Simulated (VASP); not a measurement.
A run of VASP 6.6.1 is set up as follows.

The input INCAR:

```
PREC     = Accurate       # precision mode
ENCUT    = 520            # plane-wave cutoff, eV
EDIFF    = 1E-6           # SCF threshold, eV
ISMEAR   = -1             # smearing method
SIGMA    = 0.1            # smearing width, eV
LREAL    = F              # projectors in reciprocal space
LASPH    = T              # aspherical terms in the spheres
NELM     = 60             # most SCF steps
ALGO     = Normal         # electronic algorithm
ISIF     = 2              # what is computed and relaxed
LWAVE    = F              # write WAVECAR
LCHARG   = F              # write CHGCAR
GGA      = PS             # functional
NBANDS   = 18             # bands
```

KPOINTS

```
Automatic mesh
0
Gamma
  13 13 13
```

POSCAR

```
Lu
1.0
    0.0000000000      2.4201815451      2.4201815451
    2.4201815451      0.0000000000      2.4201815451
    2.4201815451      2.4201815451      0.0000000000
Lu
1
Direct
    0.0000000000      0.0000000000      0.0000000000
```

Potentials or basis: VASP PAW PBE potentials, release 64 (Lu).

The run is started by

```console
$ cat potpaw_PBE.64/Lu/POTCAR > POTCAR
$ mpirun -np 1 vasp_std > vasp.out
```

Problem. What does it give for the pressure?

Solution. -1.6 GPa.

Problem. Predict the band gap on the k mesh.

Solution. Zero (an odd number of electrons rules out a gap without spin polarisation).

Caveat: the PAW data sets were made with another functional, which shifts forces and pressure a little; spin-orbit coupling is left out, which moves the levels of the heavy elements.
